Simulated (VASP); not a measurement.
# PbSe (Fm-3m) in VASP: settings compared

Aim: see how the results for PbSe move with the level of theory and the settings. Levels: PBE0, b88 exchange, pbe correlation, r2SCANh+D3(BJ), LDA. Tasks: single point, relaxation of cell and atoms.

Everything below comes from runs of VASP 6.6.1. Logs are shortened: lines on timing, memory, paths and dates and some standing lists are left out, and cuts for length are marked.

## Step 1: The cell of the first run

It takes space group Fm-3m (No. 225, cubic). The conventional cell has a = 6.121 Å, b = 6.121 Å, c = 6.121 Å, α = 90.00°, β = 90.00°, γ = 90.00°. Pb (site symmetry m-3m) has 6 Se at 3.06 Å within 4.0 Å. Se (site symmetry m-3m) has 6 Pb at 3.06 Å within 4.0 Å.

## Step 2: Single point, PBE0

The input, POSCAR:

```
PbSe
1.0
    0.0000000000      3.0606500000      3.0606500000
    3.0606500000      0.0000000000      3.0606500000
    3.0606500000      3.0606500000      0.0000000000
Pb Se
1 1
Direct
    0.0000000000      0.0000000000      0.0000000000
    0.5000000000      0.5000000000      0.5000000000
```

The input, INCAR.step1:

```
SYSTEM = PbSe
PREC = Accurate
ENCUT = 520
EDIFF = 1E-5
ISMEAR = -1
SIGMA = 0.05
LREAL = .FALSE.
LASPH = .TRUE.
NELM = 100
ALGO = Normal
ISIF = 2
LWAVE = .TRUE.
LCHARG = .FALSE.
NBANDS = 17
GGA = PE
```

The input, INCAR.step2:

```
SYSTEM = PbSe
PREC = Accurate
ENCUT = 520
EDIFF = 1E-6
ISMEAR = -1
SIGMA = 0.05
LREAL = .FALSE.
LASPH = .TRUE.
NELM = 100
ALGO = Normal
ISIF = 2
LWAVE = .FALSE.
LCHARG = .FALSE.
GGA = PE
LHFCALC = .TRUE.
AEXX = 0.25
PRECFOCK = Normal
NBANDS = 17
ISTART = 1
```

The input, KPOINTS:

```
Automatic mesh
0
G
  4 4 4
  0 0 0
```

Potentials or basis: VASP PAW PBE potentials, release 64 (Pb_d, Se).

The run is started by

```
cat potpaw_PBE.64/Pb_d/POTCAR potpaw_PBE.64/Se/POTCAR > POTCAR
cp INCAR.step1 INCAR
mpirun -np 1 vasp_std > vasp.out
cp INCAR.step2 INCAR
mpirun -np 1 vasp_std > vasp.out
```

OUTCAR:

```text
SYSTEM = PbSe
   PREC = Accurate
   ENCUT = 520
   EDIFF = 1E-6
   ISMEAR = -1
   LREAL = .FALSE.
   LASPH = .TRUE.
   NELM = 100
   ISIF = 2
   GGA = PE
   LHFCALC = .TRUE.
   AEXX = 0.25
   PRECFOCK = Normal
   ISTART = 1

 ion  position               nearest neighbor table
   1  0.000  0.000  0.000-   2 3.06   2 3.06   2 3.06   2 3.06   2 3.06   2 3.06
   2  0.500  0.500  0.500-   1 3.06   1 3.06   1 3.06   1 3.06   1 3.06   1 3.06

  LATTYP: Found a face centered cubic cell.
 ALAT       =     6.1213000000

  Lattice vectors:

 A1 = (   0.0000000000,   3.0606500000,   3.0606500000)
 A2 = (   3.0606500000,   0.0000000000,   3.0606500000)
 A3 = (   3.0606500000,   3.0606500000,   0.0000000000)

Analysis of symmetry for initial positions (statically):
=====================================================================
 Subroutine PRICEL returns:
 Original cell was already a primitive cell.

 Routine SETGRP: Setting up the symmetry group for a
 face centered cubic supercell.

 Subroutine GETGRP returns: Found 48 space group operations
 (whereof 48 operations were pure point group operations)
 out of a pool of 48 trial point group operations.

The static configuration has the point symmetry O_h .

Analysis of symmetry for dynamics (positions and initial velocities):
=====================================================================
 Subroutine PRICEL returns:
 Original cell was already a primitive cell.

 Routine SETGRP: Setting up the symmetry group for a
 face centered cubic supercell.

 Subroutine GETGRP returns: Found 48 space group operations
 (whereof 48 operations were pure point group operations)
 out of a pool of 48 trial point group operations.

The dynamic configuration has the point symmetry O_h .

 Subroutine INISYM returns: Found 48 space group operations
 (whereof 48 operations are pure point group operations),
 and found     1 'primitive' translations

----------------------------------------------------------------------------------------

                                     Primitive cell

  volume of cell :      57.3418

  direct lattice vectors                    reciprocal lattice vectors
     0.000000000  3.060650000  3.060650000    -0.163363991  0.163363991  0.163363991
     3.060650000  0.000000000  3.060650000     0.163363991 -0.163363991  0.163363991
     3.060650000  3.060650000  0.000000000     0.163363991  0.163363991 -0.163363991

  length of vectors
     4.328412740  4.328412740  4.328412740     0.282954733  0.282954733  0.282954733

  position of ions in fractional coordinates (direct lattice)
     0.000000000  0.000000000  0.000000000
     0.500000000  0.500000000  0.500000000

  ion indices of the primitive-cell ions
   primitive index   ion index
                 1           1
                 2           2

----------------------------------------------------------------------------------------

 KPOINTS: Automatic mesh

Automatic generation of k-mesh.
 Grid dimensions read from file:
 generate k-points for:    4    4    4

 Generating k-lattice:

  Cartesian coordinates                     Fractional coordinates (reciprocal lattice)
    -0.040840998  0.040840998  0.040840998     0.250000000  0.000000000  0.000000000
     0.040840998 -0.040840998  0.040840998     0.000000000  0.250000000  0.000000000
     0.040840998  0.040840998 -0.040840998     0.000000000  0.000000000  0.250000000

  Length of vectors
     0.070738683  0.070738683  0.070738683

  Shift w.r.t. Gamma in fractional coordinates (k-lattice)
     0.000000000  0.000000000  0.000000000

 Subroutine IBZKPT returns following result:
 ===========================================

 Found      8 irreducible k-points:

 Following reciprocal coordinates:
            Coordinates               Weight
  0.000000  0.000000  0.000000      1.000000
  0.250000  0.000000  0.000000      8.000000
  0.500000  0.000000  0.000000      4.000000
  0.250000  0.250000  0.000000      6.000000
  0.500000  0.250000  0.000000     24.000000
 -0.250000  0.250000  0.000000     12.000000
  0.500000  0.500000  0.000000      3.000000
 -0.250000  0.500000  0.250000      6.000000
   k-points           NKPTS =      8   k-points in BZ     NKDIM =     64   number of bands    NBANDS=     17
   number of dos      NEDOS =    301   number of ions     NIONS =      2
   total plane-waves  NPLWV =  32768
   dimension x,y,z NGX =    32 NGY =   32 NGZ =   32
   dimension x,y,z NGXF=    64 NGYF=   64 NGZF=   64
   ions per type =               1   1
   NGX,Y,Z   is equivalent  to a cutoff of  12.29, 12.29, 12.29 a.u.
   NGXF,Y,Z  is equivalent  to a cutoff of  24.58, 24.58, 24.58 a.u.
 SYSTEM =  PbSe
   PREC   = accura    normal or accurate (medium, high low for compatibility)
   ISTART =      1    job   : 0-new  1-cont  2-samecut
   ICHARG =      0    charge: 1-file 2-atom 10-const
   ISPIN  =      1    spin polarized calculation?
   LNONCOLLINEAR =      F non collinear calculations
   LSORBIT =      F    spin-orbit coupling
   LASPH  =      T    aspherical Exc in radial PAW
   ENCUT  =  520.0 eV  38.22 Ry    6.18 a.u.   8.05  8.05  8.05*2*pi/ulx,y,z
   NELM   =    100;   NELMIN=  2; NELMDL=  0     # of ELM steps
   EDIFF  = 0.1E-05   stopping-criterion for ELM
   LREAL  =      F    real-space projection
   EDIFFG = 0.1E-04   stopping-criterion for IOM
   NSW    =      0    number of steps for IOM
   IBRION =     -1    ionic relax: 0-MD 1-quasi-New 2-CG
   NFREE  =      0    steps in history (QN), initial steepest desc. (CG)
   ISIF   =      2    stress and relaxation
   ISYM   =      3    0-nonsym 1-usesym 2-fastsym
   POTIM  = 0.5000    time-step for ionic-motion
   TEBEG  =    0.0;   TEEND  =   0.0 temperature during run
   PSTRESS=    0.0 pullay stress
   NELECT =      20.0000    total number of electrons
   NUPDOWN=      -1.0000    fix difference up-down
   EMIN   =  10.00;   EMAX   =-10.00  energy-range for DOS
   EFERMI =   0.00;   METHOD = LEGACY
   ISMEAR =    -1;   SIGMA  =   0.05  broadening in eV -4-tet -1-fermi 0-gaus
   EFERMI_NEDOS =   21; number of points for ismear=-14 and -15
   IALGO  =     38    algorithm
   IMIX   =      1    mixing-type and parameters
     AMIX     =   0.40;   BMIX     =  1.00
     AMIX_MAG =   1.60;   BMIX_MAG =  1.00
  volume/ion in A,a.u.               =      28.67       193.48
  Fermi-wavevector in a.u.,A,eV,Ry     =   1.152377  2.177676 18.068159  1.327972
  Thomas-Fermi vector in A             =   2.289028
   LORBIT       =      0    0 simple, 1 ext, 2 COOP (PROOUT), +10 PAW based schemes
   GGA     = PE    functional components
   LHFCALC =     T    Hartree Fock is set to
   PRECFOCK=normal    Normal, Fast or Accurate (Low or Medium for compatibility)
   ENCUT4O =  -1.0   cutoff for four orbital integrals eV
   NKREDX  =     1    reduce k-point grid by
   NKREDY  =     1    reduce k-point grid by
   NKREDZ  =     1    reduce k-point grid by
   AEXX    =    0.2500 exact exchange contribution
   HFSCREEN=    0.0000 screening length (either q_TF or 0.3 A-1)
   HFSCREENC=   0.0000 screening length for correlation (either q_TF or 0.3 A-1)
   ENCUTFOCK=  -1.0 apply spherical cutoff to Coloumb kernel
   IVDW    =     0    specifies the selected vdW correction
   LEPSILON=     F    determine dielectric tensor
   LRPA    =     F    only Hartree local field effects (RPA)
 non-spin polarized calculation
  energy-cutoff  :      520.00
  volume of cell :       57.34
 maximum number of plane-waves:      1572
  NGX = 28; NGY = 28; NGZ = 28

 number of electron      20.0000000 magnetization

 Free energy of the ion-electron system (eV)
  ---------------------------------------------------
  ext. energy  EPLUGINS =         0.00000000
  ---------------------------------------------------
  free energy    TOTEN  =       -10.76754893 eV

  energy without entropy =      -10.76754872  energy(sigma->0) =      -10.76754883

 E-fermi :   5.1282     XC(G=0):  -7.5451

 val. band max:        4.4460747565   @ k =   0.5000   0.0000   0.0000
 cond. band min:       5.8103356153   @ k =   0.5000   0.0000   0.0000
 fundamental gap:      1.3642608588
 Fermi energy:         5.1282022867

 k-point     1 :       0.0000    0.0000    0.0000
  band No.  band energies     occupation
      1     -14.2623      2.00000
      2     -14.2623      2.00000
      3     -14.2550      2.00000
      4     -14.2550      2.00000
      5     -14.2550      2.00000
      6     -10.6815      2.00000
[... 9 lines left out ...]
     16      12.3018      0.00000
     17      13.9567      0.00000

 k-point     2 :       0.2500    0.0000    0.0000
  band No.  band energies     occupation
      1     -14.2760      2.00000
      2     -14.2760      2.00000
      3     -14.2538      2.00000
      4     -14.2397      2.00000
      5     -14.2397      2.00000
      6     -10.1908      2.00000
[... 9 lines left out ...]
     16      13.6039      0.00000
     17      17.2287      0.00000

 k-point     3 :       0.5000    0.0000    0.0000
  band No.  band energies     occupation
      1     -14.2904      2.00000
      2     -14.2904      2.00000
      3     -14.2533      2.00000
      4     -14.2234      2.00000
      5     -14.2234      2.00000
      6      -9.5002      2.00000
[... 9 lines left out ...]
     16      16.2195      0.00000
     17      16.2195      0.00000

 k-point     4 :       0.2500    0.2500    0.0000
  band No.  band energies     occupation
      1     -14.3164      2.00000
      2     -14.2642      2.00000
      3     -14.2530      2.00000
      4     -14.2337      2.00000
      5     -14.2337      2.00000
      6     -10.0070      2.00000
[... 9 lines left out ...]
     16      15.6097      0.00000
     17      15.6637      0.00000

 k-point     5 :       0.5000    0.2500    0.0000
  band No.  band energies     occupation
      1     -14.3439      2.00000
      2     -14.2656      2.00000
      3     -14.2565      2.00000
      4     -14.2272      2.00000
      5     -14.2186      2.00000
      6      -9.3057      2.00000
[... 9 lines left out ...]
     16      16.7826      0.00000
     17      17.4256      0.00000

 k-point     6 :      -0.2500    0.2500    0.0000
  band No.  band energies     occupation
      1     -14.3050      2.00000
      2     -14.2815      2.00000
      3     -14.2449      2.00000
      4     -14.2346      2.00000
      5     -14.2318      2.00000
      6      -9.5519      2.00000
[... 9 lines left out ...]
     16      15.4920      0.00000
     17      16.4150      0.00000

 k-point     7 :       0.5000    0.5000    0.0000
  band No.  band energies     occupation
      1     -14.4014      2.00000
      2     -14.2734      2.00000
      3     -14.2437      2.00000
      4     -14.2108      2.00000
      5     -14.2108      2.00000
      6      -9.0812      2.00000
[... 9 lines left out ...]
     16      17.7661      0.00000
     17      18.7976      0.00000

 k-point     8 :      -0.2500    0.5000    0.2500
  band No.  band energies     occupation
      1     -14.3626      2.00000
      2     -14.2662      2.00000
      3     -14.2432      2.00000
      4     -14.2432      2.00000
      5     -14.2108      2.00000
      6      -9.0509      2.00000
[... 9 lines left out ...]
     16      17.9449      0.00000
     17      18.8256      0.00000

------------------------ aborting loop because EDIFF is reached ----------------------------------------

  FORCE on cell =-STRESS in cart. coord.  units (eV):
  Direction    XX          YY          ZZ          XY          YZ          ZX
  --------------------------------------------------------------------------------------
  -------------------------------------------------------------------------------------
  Total        0.4046886      0.4046886      0.4046886     -0.0000000     -0.0000000      0.0000000
  in kB       11.3073424     11.3073424     11.3073424     -0.0000000     -0.0000000      0.0000000
  external PRESSURE =      11.3073424 kB  Pullay stress =       0.0000000 kB

 VOLUME and BASIS-vectors are now :
 -----------------------------------------------------------------------------
  energy-cutoff  :      520.00
  volume of cell :       57.34
      direct lattice vectors                 reciprocal lattice vectors
     0.000000000  3.060650000  3.060650000    -0.163363991  0.163363991  0.163363991
     3.060650000  0.000000000  3.060650000     0.163363991 -0.163363991  0.163363991
     3.060650000  3.060650000  0.000000000     0.163363991  0.163363991 -0.163363991

 POSITION                                       TOTAL-FORCE (eV/Angst)
 -----------------------------------------------------------------------------------
      0.00000      0.00000      0.00000         0.000000      0.000000      0.000000
      3.06065      3.06065      3.06065        -0.000000     -0.000000     -0.000000
 -----------------------------------------------------------------------------------
    total drift:                                0.000001      0.000001      0.000001

  FREE ENERGIE OF THE ION-ELECTRON SYSTEM (eV)
  ---------------------------------------------------
  free  energy   TOTEN  =       -10.7675489339 eV

  energy  without entropy=      -10.7675487163  energy(sigma->0) =      -10.76754883
```

Wall time 25 min (1 thread of Intel Xeon 8259CL, shared host); peak memory 0.2 GiB.

Results:

| Item | Value |
| --- | --- |
| Free energy | -10.7675 eV |
| Pressure | 1.1 GPa |
| Band gap on the k mesh | 1.36 eV |

Caveat: the k points lie up to 0.44 Å⁻¹ apart; the PAW data sets were made with another functional, which shifts forces and pressure a little; spin-orbit coupling is left out, which moves the levels of the heavy elements.

## Step 3: Single point, b88 exchange, pbe correlation (27.52 Å³/atom)

This run uses another cell than the first one, of 27.52 Å³/atom.

The input, INCAR:

```
PREC     = Accurate       # precision mode
ENCUT    = 500            # plane-wave cutoff, eV
EDIFF    = 1E-6           # SCF threshold, eV
ISMEAR   = -1             # smearing method
SIGMA    = 0.025          # smearing width, eV
LREAL    = False          # projectors in reciprocal space
LASPH    = True           # aspherical terms in the spheres
NELM     = 120            # most SCF steps
ALGO     = Normal         # electronic algorithm
ISIF     = 2              # what is computed and relaxed
LWAVE    = False          # write WAVECAR
LCHARG   = True           # write CHGCAR
GGA      = LIBXC          # functional
LIBXC1   = GGA_X_B88    
LIBXC2   = GGA_C_PBE    
LELF     = True           # ELF
LVHAR    = True         
NBANDS   = 17             # bands
GGA_COMPAT= False
```

The input, KPOINTS:

```
Automatic mesh
0
Gamma
  8 8 8
```

The input, POSCAR:

```
PbSe
1.0
    0.0000000000      3.0192847950      3.0192847950
    3.0192847950      0.0000000000      3.0192847950
    3.0192847950      3.0192847950      0.0000000000
Pb Se
1 1
Direct
    0.0000000000      0.0000000000      0.0000000000
    0.5000000000      0.5000000000      0.5000000000
```

Potentials or basis: VASP PAW PBE potentials, release 64 (Pb_d, Se).

The run is started by

```
cat potpaw_PBE.64/Pb_d/POTCAR potpaw_PBE.64/Se/POTCAR > POTCAR
mpirun -np 1 vasp_std > vasp.out
```

OUTCAR:

```text
PREC = Accurate
   ENCUT = 500
   EDIFF = 1E-6
   ISMEAR = -1
   LREAL = False
   LASPH = True
   NELM = 120
   ISIF = 2
   GGA = LIBXC

 ion  position               nearest neighbor table
   1  0.000  0.000  0.000-   2 3.02   2 3.02   2 3.02   2 3.02   2 3.02   2 3.02
   2  0.500  0.500  0.500-   1 3.02   1 3.02   1 3.02   1 3.02   1 3.02   1 3.02

  LATTYP: Found a face centered cubic cell.
 ALAT       =     6.0385695900

  Lattice vectors:

 A1 = (   0.0000000000,   3.0192847950,   3.0192847950)
 A2 = (   3.0192847950,   0.0000000000,   3.0192847950)
[... 648 lines left out ...]
      5     -11.3436      2.00000
      6      -7.0379      2.00000
[... 9 lines left out ...]
     16      16.4010      0.00000
     17      16.5295      0.00000

 [... further k-points ...]
[... 5 lines left out ...]
  --------------------------------------------------------------------------------------
  -------------------------------------------------------------------------------------
  Total        1.6222243      1.6222243      1.6222243      0.0000000      0.0000000     -0.0000000
  in kB       47.2149204     47.2149204     47.2149204      0.0000000      0.0000000     -0.0000000
  external PRESSURE =      47.2149204 kB  Pullay stress =       0.0000000 kB

 VOLUME and BASIS-vectors are now :
 -----------------------------------------------------------------------------
  energy-cutoff  :      500.00
  volume of cell :       55.05
      direct lattice vectors                 reciprocal lattice vectors
     0.000000000  3.019284795  3.019284795    -0.165602132  0.165602132  0.165602132
     3.019284795  0.000000000  3.019284795     0.165602132 -0.165602132  0.165602132
     3.019284795  3.019284795  0.000000000     0.165602132  0.165602132 -0.165602132

 POSITION                                       TOTAL-FORCE (eV/Angst)
 -----------------------------------------------------------------------------------
      0.00000      0.00000      0.00000         0.000000     -0.000000      0.000000
      3.01928      3.01928      3.01928        -0.000000      0.000000     -0.000000
 -----------------------------------------------------------------------------------
    total drift:                                0.000000     -0.000000     -0.000000

  FREE ENERGIE OF THE ION-ELECTRON SYSTEM (eV)
  ---------------------------------------------------
  free  energy   TOTEN  =        -7.8826721865 eV

  energy  without entropy=       -7.8825348579  energy(sigma->0) =       -7.88260352
```

OSZICAR:

```text
N       E                     dE             d eps       ncg     rms          rms(c)
DAV:   1     0.155092764738E+03    0.15509E+03   -0.93212E+03   994   0.118E+03
DAV:   2     0.329027220886E+01   -0.15180E+03   -0.14700E+03  1034   0.310E+02
DAV:   3    -0.788842879906E+01   -0.11179E+02   -0.11103E+02  1261   0.893E+01
DAV:   4    -0.814916111432E+01   -0.26073E+00   -0.26055E+00  1195   0.146E+01
DAV:   5    -0.815770417344E+01   -0.85431E-02   -0.85426E-02  1444   0.268E+00    0.284E+00
DAV:   6    -0.788608032554E+01    0.27162E+00   -0.64936E-01  1533   0.565E+00    0.164E+00
DAV:   7    -0.788000991680E+01    0.60704E-02   -0.11718E-01  1187   0.167E+00    0.866E-01
DAV:   8    -0.788297138049E+01   -0.29615E-02   -0.12035E-02  1235   0.127E+00    0.131E-01
DAV:   9    -0.788263587393E+01    0.33551E-03   -0.25550E-03  1517   0.532E-01    0.455E-02
DAV:  10    -0.788266643498E+01   -0.30561E-04   -0.21616E-04  1168   0.868E-02    0.184E-02
DAV:  11    -0.788267223903E+01   -0.58040E-05   -0.60166E-05  1341   0.769E-02    0.978E-03
DAV:  12    -0.788267218652E+01    0.52510E-07   -0.33576E-06  1240   0.146E-02
   1 F= -.78826722E+01 E0= -.78826035E+01  d E =-.137329E-03
```

stdout:

```text
POSCAR found type information on POSCAR PbSe
 POSCAR found :  2 types and       2 ions
 scaLAPACK will be used
 -----------------------------------------------------------------------------
|                                                                             |
|                                                                             |
|     You enforced a specific xc type in the INCAR file but a different       |
|     I HOPE YOU KNOW WHAT YOU ARE DOING!                                     |
|                                                                             |
 -----------------------------------------------------------------------------

 LDA part: xc-table for (None,None), standard interpolation
 POSCAR, INCAR and KPOINTS ok, starting setup
 FFT: planning ... GRIDC
 FFT: planning ... GRID_SOFT
 FFT: planning ... GRID
 WAVECAR not read
 entering main loop
```

It took 9.9 s on 1 thread of Intel Xeon 6975P-C (Granite Rapids), shared host; peak memory 0.18 GiB.

Results:

```
Free energy            : -7.8827 eV
Pressure               : 4.7 GPa
Band gap on the k mesh : 0.16 eV
```

Caveat: the cell stands under pressure; the PAW data sets were made with another functional, which shifts forces and pressure a little; spin-orbit coupling is left out, which moves the levels of the heavy elements. A k mesh can miss the band edges.

(Part 1 of 2 ends here.)
